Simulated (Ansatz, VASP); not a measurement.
## Ag: VASP beside Ansatz

```xyz
4
Lattice="2.8824 0.0000 0.0000 -1.4412 2.4962 0.0000 0.0000 0.0000 9.5245" Properties=species:S:1:pos:R:3 pbc="T T T"
Ag    0.0000    1.6642    2.3811
Ag    1.4412    0.8321    7.1434
Ag    0.0000    0.0000    0.0000
Ag    0.0000    0.0000    4.7623
```

Alike in both runs: task single point; functional PBE; k mesh 16 × 16 × 5; occupations fermi-dirac, width 0.1 eV; no spin polarisation.

|  | VASP | Ansatz |
| --- | --- | --- |
| version | VASP 6.6.1 | Ansatz 0.2.0 |
| potentials or method | VASP PAW PBE potentials, release 64 (Ag), cutoff 520 eV | plane waves (420 eV) with PAW, scalar-relativistic |
| valence electrons in the cell | 44 | 76 |

```tsv
	VASP	Ansatz	Ansatz less VASP
pressure (GPa)	4.2	4.3	+0.16
traceless stress, the component that is largest in VASP (GPa)	-0.86	-0.86	-0.001
```

VASP's potentials hold 44 valence electrons a cell and Ansatz's 76, so a difference there can come from the potentials and not from the codes.
